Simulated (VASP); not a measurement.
# C (Fd-3m) in VASP: notebook

C is run at these levels: PBEsol; tasks: single point, relaxation of cell and atoms.

Everything below comes from runs of VASP 6.6.1. Logs are shortened: lines on timing, memory, paths and dates and some standing lists are left out, and cuts for length are marked.

## (1) The cell of the first run

It takes space group Fd-3m (No. 227, cubic). Conventional cell: a = 3.554 Å, b = 3.554 Å, c = 3.554 Å, α = 90.00°, β = 90.00°, γ = 90.00°. C (site symmetry -43m) has 4 C at 1.54 Å within 2.1 Å.

## (2) Single point, PBEsol

The input, INCAR:

```
SYSTEM = C
PREC = Accurate
ENCUT = 520
EDIFF = 1E-6
ISMEAR = 0
SIGMA = 0.02
LREAL = .FALSE.
LASPH = .TRUE.
NELM = 80
ALGO = Normal
ISIF = 2
LWAVE = .FALSE.
LCHARG = .TRUE.
GGA = PS
LELF = .TRUE.
LVHAR = .TRUE.
NBANDS = 11
```

The input, KPOINTS:

```
regular mesh
0
G
  12 12 12
  0 0 0
```

The input, POSCAR:

```
C
1.0
    0.0000000000      1.7769046136      1.7769046136
    1.7769046136      0.0000000000      1.7769046136
    1.7769046136      1.7769046136      0.0000000000
C
2
Direct
    0.0000000000      0.0000000000      0.0000000000
    0.2500000000      0.2500000000      0.2500000000
```

Potentials or basis: VASP PAW PBE potentials, release 64 (C).

The run is started by

```
> cat potpaw_PBE.64/C/POTCAR > POTCAR
> mpirun -np 1 vasp_std > vasp.out
```

OUTCAR:

```text
SYSTEM = C
   PREC = Accurate
   ENCUT = 520
   EDIFF = 1E-6
   ISMEAR = 0
   LREAL = .FALSE.
   LASPH = .TRUE.
   NELM = 80
   ISIF = 2
   GGA = PS

 ion  position               nearest neighbor table
   1  0.000  0.000  0.000-   2 1.54   2 1.54   2 1.54   2 1.54
   2  0.250  0.250  0.250-   1 1.54   1 1.54   1 1.54   1 1.54

  LATTYP: Found a face centered cubic cell.
 ALAT       =     3.5538092272

  Lattice vectors:

 A1 = (   0.0000000000,   1.7769046136,   1.7769046136)
 A2 = (   1.7769046136,   0.0000000000,   1.7769046136)
 A3 = (   1.7769046136,   1.7769046136,   0.0000000000)

Analysis of symmetry for initial positions (statically):
=====================================================================
 Subroutine PRICEL returns:
 Original cell was already a primitive cell.

 Routine SETGRP: Setting up the symmetry group for a
 face centered cubic supercell.

 Subroutine GETGRP returns: Found 48 space group operations
 (whereof 24 operations were pure point group operations)
 out of a pool of 48 trial point group operations.

The static configuration has the point symmetry T_d .
 The point group associated with its full space group is O_h .

Analysis of symmetry for dynamics (positions and initial velocities):
=====================================================================
 Subroutine PRICEL returns:
 Original cell was already a primitive cell.

 Routine SETGRP: Setting up the symmetry group for a
 face centered cubic supercell.

 Subroutine GETGRP returns: Found 48 space group operations
 (whereof 24 operations were pure point group operations)
 out of a pool of 48 trial point group operations.

The dynamic configuration has the point symmetry T_d .
 The point group associated with its full space group is O_h .

 Subroutine INISYM returns: Found 48 space group operations
 (whereof 24 operations are pure point group operations),
 and found     1 'primitive' translations

----------------------------------------------------------------------------------------

                                     Primitive cell

  volume of cell :      11.2208

  direct lattice vectors                    reciprocal lattice vectors
[... 85 lines left out ...]
   ENCUT  =  520.0 eV  38.22 Ry    6.18 a.u.   4.67  4.67  4.67*2*pi/ulx,y,z
   NELM   =     80;   NELMIN=  2; NELMDL= -5     # of ELM steps
   EDIFF  = 0.1E-05   stopping-criterion for ELM
   LREAL  =      F    real-space projection
   EDIFFG = 0.1E-04   stopping-criterion for IOM
   NSW    =      0    number of steps for IOM
   IBRION =     -1    ionic relax: 0-MD 1-quasi-New 2-CG
   NFREE  =      0    steps in history (QN), initial steepest desc. (CG)
   ISIF   =      2    stress and relaxation
   ISYM   =      2    0-nonsym 1-usesym 2-fastsym
   POTIM  = 0.5000    time-step for ionic-motion
   TEBEG  =    0.0;   TEEND  =   0.0 temperature during run
   PSTRESS=    0.0 pullay stress
   NELECT =       8.0000    total number of electrons
   NUPDOWN=      -1.0000    fix difference up-down
   EMIN   =  10.00;   EMAX   =-10.00  energy-range for DOS
   EFERMI =   0.00;   METHOD = LEGACY
   ISMEAR =     0;   SIGMA  =   0.02  broadening in eV -4-tet -1-fermi 0-gaus
   EFERMI_NEDOS =   21; number of points for ismear=-14 and -15
   IALGO  =     38    algorithm
   IMIX   =      4    mixing-type and parameters
     AMIX     =   0.40;   BMIX     =  1.00
     AMIX_MAG =   1.60;   BMIX_MAG =  1.00
  volume/ion in A,a.u.               =       5.61        37.86
  Fermi-wavevector in a.u.,A,eV,Ry     =   1.462505  2.763734 29.101788  2.138921
  Thomas-Fermi vector in A             =   2.578710
   LORBIT       =      0    0 simple, 1 ext, 2 COOP (PROOUT), +10 PAW based schemes
   GGA     = PS    functional components
   LHFCALC =     F    Hartree Fock is set to
   AEXX    =    0.0000 exact exchange contribution
   IVDW    =     0    specifies the selected vdW correction
   LEPSILON=     F    determine dielectric tensor
   LRPA    =     F    only Hartree local field effects (RPA)
 non-spin polarized calculation
 Gauss-broadening in eV      SIGMA  =   0.02
  energy-cutoff  :      520.00
  volume of cell :       11.22
 maximum number of plane-waves:       311
   NGX =  9   NGY =  9   NGZ =  9

 number of electron       7.9999999 magnetization

 Free energy of the ion-electron system (eV)
  ---------------------------------------------------
  ext. energy  EPLUGINS =         0.00000000
  ---------------------------------------------------
  free energy    TOTEN  =       -19.24970033 eV

  energy without entropy =      -19.24970033  energy(sigma->0) =      -19.24970033

 E-fermi :  10.0324     XC(G=0): -13.4868

 val. band max:        9.8677434111   @ k =   0.0000   0.0000   0.0000
 cond. band min:      13.9283108343   @ k =   0.3333   0.3333   0.0000
 fundamental gap:      4.0605674233
 Fermi energy:        10.0323780450

 k-point     1 :       0.0000    0.0000    0.0000
  band No.  band energies     occupation
      1     -11.8013      2.00000
      2       9.8677      2.00000
      3       9.8677      2.00000
      4       9.8677      2.00000
      5      15.4368      0.00000
      6      15.4368      0.00000
      7      15.4368      0.00000
      8      23.4855      0.00000
      9      28.9659      0.00000
     10      36.4560      0.00000
     11      36.4560      0.00000
[... 309 lines left out ...]
 k-point    24 :      -0.4167    0.1667    0.0000
  band No.  band energies     occupation
      1      -5.5083      2.00000
      2      -2.8440      2.00000
      3       4.3216      2.00000
      4       6.2224      2.00000
      5      17.3357      0.00000
      6      20.1110      0.00000
      7      21.1882      0.00000
      8      25.3369      0.00000
      9      29.2219      0.00000
     10      34.0078      0.00000
     11      34.4773      0.00000

 [... further k-points ...]
[... 5 lines left out ...]
  --------------------------------------------------------------------------------------
  -------------------------------------------------------------------------------------
  Total        0.0772901      0.0772901      0.0772901     -0.0000000     -0.0000000      0.0000000
  in kB       11.0360120     11.0360120     11.0360120     -0.0000000     -0.0000000      0.0000000
  external PRESSURE =      11.0360120 kB  Pullay stress =       0.0000000 kB

 VOLUME and BASIS-vectors are now :
 -----------------------------------------------------------------------------
  energy-cutoff  :      520.00
  volume of cell :       11.22
      direct lattice vectors                 reciprocal lattice vectors
     0.000000000  1.776904614  1.776904614    -0.281388205  0.281388205  0.281388205
     1.776904614  0.000000000  1.776904614     0.281388205 -0.281388205  0.281388205
     1.776904614  1.776904614  0.000000000     0.281388205  0.281388205 -0.281388205

 POSITION                                       TOTAL-FORCE (eV/Angst)
 -----------------------------------------------------------------------------------
      0.00000      0.00000      0.00000        -0.000000     -0.000000     -0.000000
      0.88845      0.88845      0.88845         0.000000      0.000000      0.000000
 -----------------------------------------------------------------------------------
    total drift:                                0.000000      0.000000      0.000000

  FREE ENERGIE OF THE ION-ELECTRON SYSTEM (eV)
  ---------------------------------------------------
  free  energy   TOTEN  =       -19.2497003334 eV

  energy  without entropy=      -19.2497003334  energy(sigma->0) =      -19.24970033
```

OSZICAR:

```text
N       E                     dE             d eps       ncg     rms          rms(c)
DAV:   1    -0.121222053583E+01   -0.12122E+01   -0.48703E+03  1627   0.724E+02
DAV:   2    -0.195928549058E+02   -0.18381E+02   -0.17673E+02  2090   0.120E+02
DAV:   3    -0.199337541534E+02   -0.34090E+00   -0.34020E+00  1865   0.127E+01
DAV:   4    -0.199342440212E+02   -0.48987E-03   -0.48986E-03  1692   0.619E-01
DAV:   5    -0.199342445721E+02   -0.55090E-06   -0.55092E-06  1818   0.192E-02    0.567E+00
DAV:   6    -0.194260510332E+02    0.50819E+00   -0.26070E-01  1614   0.354E+00    0.335E+00
DAV:   7    -0.192490992280E+02    0.17695E+00   -0.31279E-01  1722   0.392E+00    0.705E-01
DAV:   8    -0.192496742970E+02   -0.57507E-03   -0.75804E-03  1665   0.686E-01    0.295E-02
DAV:   9    -0.192496921668E+02   -0.17870E-04   -0.15023E-05  1884   0.350E-02    0.216E-02
DAV:  10    -0.192497004840E+02   -0.83172E-05   -0.34978E-06  1698   0.164E-02    0.449E-03
DAV:  11    -0.192497003334E+02    0.15060E-06   -0.90669E-08   928   0.264E-03
   1 F= -.19249700E+02 E0= -.19249700E+02  d E =-.730164E-34
```

Wall time 5.3 s (1 thread of Intel Xeon Platinum 8488C (Sapphire Rapids), shared host); peak memory 0.12 GiB.

Results:

* Free energy: -19.2497 eV
* Pressure: 1.1 GPa
* Band gap on the k mesh: 4.06 eV, indirect (least direct gap 5.57 eV)

Caveat: the PAW data sets were made with another functional, which shifts forces and pressure a little. A k mesh can miss the band edges.

## (3) Relaxation of cell and atoms, PBEsol

This run uses another cell than the first one, of 5.67 Å³/atom, 1.011 times its volume.

The input, INCAR:

```
SYSTEM = C
ALGO     = Normal         ! electronic algorithm
EDIFF    = 1E-7           ! SCF threshold, eV
EDIFFG   = -0.005         ! ionic threshold
ENCUT    = 600            ! plane-wave cutoff, eV
GGA      = PS             ! functional
IBRION   = 2              ! ionic algorithm
ISIF     = 3              ! what is computed and relaxed
ISMEAR   = 0              ! smearing method
LASPH    = .True.         ! aspherical terms in the spheres
LCHARG   = .False.        ! write CHGCAR
LREAL    = .False.        ! projectors in reciprocal space
LWAVE    = .False.        ! write WAVECAR
NELM     = 100            ! most SCF steps
NSW      = 100            ! ionic steps
PREC     = Accurate       ! precision mode
SIGMA    = 0.02           ! smearing width, eV
```

The input, KPOINTS:

```
k-points
0
Gamma
  12 12 12
  0 0 0
```

The input, POSCAR:

```
C
1.0
    0.0000000000      1.7833700000      1.7833700000
    1.7833700000      0.0000000000      1.7833700000
    1.7833700000      1.7833700000      0.0000000000
C
2
Direct
    0.0000000000      0.0000000000      0.0000000000
    0.2500000000      0.2500000000      0.2500000000
```

Potentials or basis: VASP PAW PBE potentials, release 64 (C).

The run is started by

```
> cat potpaw_PBE.64/C/POTCAR > POTCAR
> mpirun -np 1 vasp_std > vasp.out
```

Wall time 12 s (1 thread of Intel Xeon Platinum 8488C (Sapphire Rapids), shared host); peak memory 0.12 GiB.

The run converged. Its results:

```
Free energy                            : -19.2548 eV
Relaxed volume                         : 5.62 Å³/atom
Relaxed cell                           : a = 2.514 Å, b = 2.514 Å, c = 2.514 Å, α = 60.00°, β = 60.00°, γ = 60.00°
Space group after relaxing (to 0.05 Å) : Fd-3m (No. 227)
Energy gained by relaxing              : 0.8 meV/atom
Ionic steps                            : 3
Pressure after relaxing                : 0.0 GPa
Band gap on the k mesh                 : 4.06 eV, indirect (least direct gap 5.57 eV)
```

Step by step:
```csv
step,energy change (eV),largest force (eV/Å),pressure (GPa),volume (Å³)
1,0.0000,0.0000,-4.40,11.34
2,0.0010,0.0000,5.82,11.09
3,-0.0016,0.0000,-0.01,11.23
```

Final structure:
```yaml
crystal:
  lattice:
    - [0.00000, 1.77745, 1.77745]
    - [1.77745, 0.00000, 1.77745]
    - [1.77745, 1.77745, 0.00000]
  atoms:
    - { symbol: C, position: [0.00000, 0.00000, 0.00000] }
    - { symbol: C, position: [0.25000, 0.25000, 0.25000] }
```

Levels at points of the mesh, in eV from the valence-band top:
```tsv
k point	band 1	band 2	band 3	band 4	band 5	band 6	band 7	band 8
(0.00, 0.00, 0.00)	-21.66	0.00	0.00	0.00	5.57	5.57	5.57	13.60
(0.50, 0.00, 0.00)	-15.77	-13.58	-2.84	-2.84	8.43	8.43	8.97	15.58
(0.50, 0.50, 0.00)	-12.85	-12.85	-6.40	-6.40	4.62	4.62	16.93	16.93
```

Caveat: the PAW data sets were made with another functional, which shifts forces and pressure a little. As with any semilocal functional, this PBEsol gap is likely too small.

## (4) Single point, PBEsol

This run uses another cell than the first one, of 5.67 Å³/atom, 1.011 times its volume.

The input, INCAR:

```
PREC     = Accurate       # precision mode
ENCUT    = 600            # plane-wave cutoff, eV
EDIFF    = 1E-6           # SCF threshold, eV
ISMEAR   = 0              # smearing method
SIGMA    = 0.1            # smearing width, eV
LREAL    = False          # projectors in reciprocal space
LASPH    = True           # aspherical terms in the spheres
NELM     = 120            # most SCF steps
ALGO     = Normal         # electronic algorithm
ISIF     = 2              # what is computed and relaxed
LWAVE    = False          # write WAVECAR
LCHARG   = False          # write CHGCAR
GGA      = PS             # functional
NBANDS   = 11             # bands
GGA_COMPAT= False
```

The input, KPOINTS:

```
Automatic mesh
0
Gamma
  8 8 8
```

POSCAR is that of step 3.

The run is started by

```
> cat potpaw_PBE.64/C/POTCAR > POTCAR
> mpirun -np 1 vasp_std > vasp.out
```

It took 3.2 s on 1 thread of Intel Xeon 6975P-C, shared host; peak memory 0.12 GiB.

Results (log left out):

- Free energy: -19.2523 eV
- Pressure: -4.4 GPa
- Band gap on the k mesh: 4.00 eV, indirect (least direct gap 5.54 eV)

Levels at points of the mesh, in eV from the valence-band top:
```csv
k point,band 1,band 2,band 3,band 4,band 5,band 6,band 7,band 8,band 9
"(0.00, 0.00, 0.00)",-21.52,0.00,0.00,0.00,5.54,5.54,5.54,13.37,18.96
"(0.50, 0.00, 0.00)",-15.69,-13.47,-2.81,-2.81,8.38,8.38,8.84,15.49,21.64
"(0.50, 0.50, 0.00)",-12.78,-12.78,-6.34,-6.34,4.60,4.60,16.78,16.78,23.07
```

Caveat: the PAW data sets were made with another functional, which shifts forces and pressure a little.

## (5) Summary

| task | cell | k mesh | cutoff (eV) | smearing | gap on the mesh (eV) | pressure (GPa) |
| --- | --- | --- | --- | --- | --- | --- |
| single point | a = 2.513 Å, angles 60.0°, 2 atoms | 12 × 12 × 12 | 520 | gaussian 0.02 eV | 4.06 | 1.1 |
| relaxation of cell and atoms | relaxed from a = 2.522 Å, angles 60.0°, 2 atoms | 12 × 12 × 12 | 600 | gaussian 0.02 eV | 4.06 | 0.0 |
| single point | a = 2.522 Å, angles 60.0°, 2 atoms | 8 × 8 × 8 | 600 | gaussian 0.1 eV | 4.00 | -4.4 |

Alike in all rows: level PBEsol; potentials or basis VASP PAW PBE potentials, release 64 (C); no spin polarisation.

Caveats: the PAW data sets were made with another functional, which shifts forces and pressure a little.

Absolute energies hang on the potentials; compare differences alone.
